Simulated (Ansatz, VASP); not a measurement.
Two plane-wave programs on TiO

POSCAR

```
TiO
1.0
    4.1895646150      0.0000000000      0.0000000000
    0.0000000000      4.1895646150      0.0000000000
    0.0000000000      0.0000000000      4.1895646150
Ti O
3 3
Direct
    0.5000000000      0.5000000000      0.0000000000
    0.0000000000      0.5000000000      0.5000000000
    0.5000000000      0.0000000000      0.5000000000
    0.0000000000      0.5000000000      0.0000000000
    0.5000000000      0.0000000000      0.0000000000
    0.0000000000      0.0000000000      0.5000000000
```

File INCAR.step1:

```
SYSTEM = TiO
PREC     = Accurate       ! precision mode
ENCUT    = 520            ! plane-wave cutoff, eV
ISMEAR   = 0              ! smearing method
SIGMA    = 0.1            ! smearing width, eV
LREAL    = .False.        ! projectors in reciprocal space
LASPH    = .True.         ! aspherical terms in the spheres
NELM     = 150            ! most SCF steps
ISPIN    = 2              ! spin polarisation
MAGMOM   = 0.26 0.26 0.26 0 0 0 ! initial moments
LMAXMIX  = 4              ! l up to which the mixer works
NBANDS   = 40             ! bands
GGA      = PE             ! functional
ALGO     = Normal         ! electronic algorithm
EDIFF    = 1E-4           ! SCF threshold, eV
LWAVE    = .True.         ! write WAVECAR
LCHARG   = .False.        ! write CHGCAR
```

File INCAR.step2:

```
SYSTEM = TiO
PREC     = Accurate       ! precision mode
ENCUT    = 520            ! plane-wave cutoff, eV
EDIFF    = 1E-7           ! SCF threshold, eV
ISMEAR   = 0              ! smearing method
SIGMA    = 0.1            ! smearing width, eV
LREAL    = .False.        ! projectors in reciprocal space
LASPH    = .True.         ! aspherical terms in the spheres
NELM     = 150            ! most SCF steps
ALGO     = Normal         ! electronic algorithm
ISIF     = 2              ! what is computed and relaxed
LWAVE    = .False.        ! write WAVECAR
LCHARG   = .False.        ! write CHGCAR
ISPIN    = 2              ! spin polarisation
MAGMOM   = 0.26 0.26 0.26 0 0 0 ! initial moments
LORBIT   = 11             ! projections on sites
LMAXMIX  = 4              ! l up to which the mixer works
METAGGA  = R2SCAN         ! meta-GGA
LMIXTAU  = .True.       
NBANDS   = 40             ! bands
ISTART   = 1
```

The input KPOINTS:

```
Automatic mesh
0
Gamma
  10 10 10
  0 0 0
```

Input for Ansatz:

```yaml
crystal:
  lattice:
    - [4.189564615, 0.0, 0.0]
    - [0.0, 4.189564615, 0.0]
    - [0.0, 0.0, 4.189564615]
  atoms:
    - { symbol: Ti, position: [0.5, 0.5, 0.0], spin: 0.26 }
    - { symbol: Ti, position: [0.0, 0.5, 0.5], spin: 0.26 }
    - { symbol: Ti, position: [0.5, 0.0, 0.5], spin: 0.26 }
    - { symbol: O, position: [0.0, 0.5, 0.0] }
    - { symbol: O, position: [0.5, 0.0, 0.0] }
    - { symbol: O, position: [0.0, 0.0, 0.5] }
basis:
  ecutwfc: 500
kpoints:
  mp_grid: { grid: [10, 10, 10] }
hamiltonian:
  xc: r2scan
scf:
  occupations: { method: gaussian, width: 0.1 }
output:
  forces: true
  stress: true
  eigenvalues: true
  populations: true
magnetization:
  spin_polarized: true
```

Alike in both runs: task single point; functional r2SCAN; k mesh 10 × 10 × 10; occupations gaussian, width 0.1 eV; collinear spin.

|  | VASP | Ansatz |
| --- | --- | --- |
| version | VASP 6.6.1 | Ansatz 0.2.0 |
| potentials or method | VASP PAW PBE potentials, release 64 (Ti_sv, O), cutoff 520 eV | scalar-relativistic, plane waves, PAW |
| valence electrons in the cell | 54 | 54 |

Ansatz gave:

```
gap on the k mesh at the Fermi level (eV)                     : none
pressure (GPa)                                                : -17.1
net moment per atom (μB)                                      : 0.27
size of the moment on the site where the two differ most (μB) : 0.32
```

Question: Estimate VASP's values.

Answer: gap on the k mesh at the Fermi level (eV): none; pressure (GPa): -16.7; net moment per atom (μB): 0.00; size of the moment on the site where the two differ most (μB): 0.00.

The net moments are unlike, so the other rows may belong to different states. VASP's potentials were made for PBE, not for r2SCAN. Site moments also hang on the region over which each program counts them. A gap of «none» marks a metal or a gap that the smearing closes. Ansatz's warnings: stability check not made.
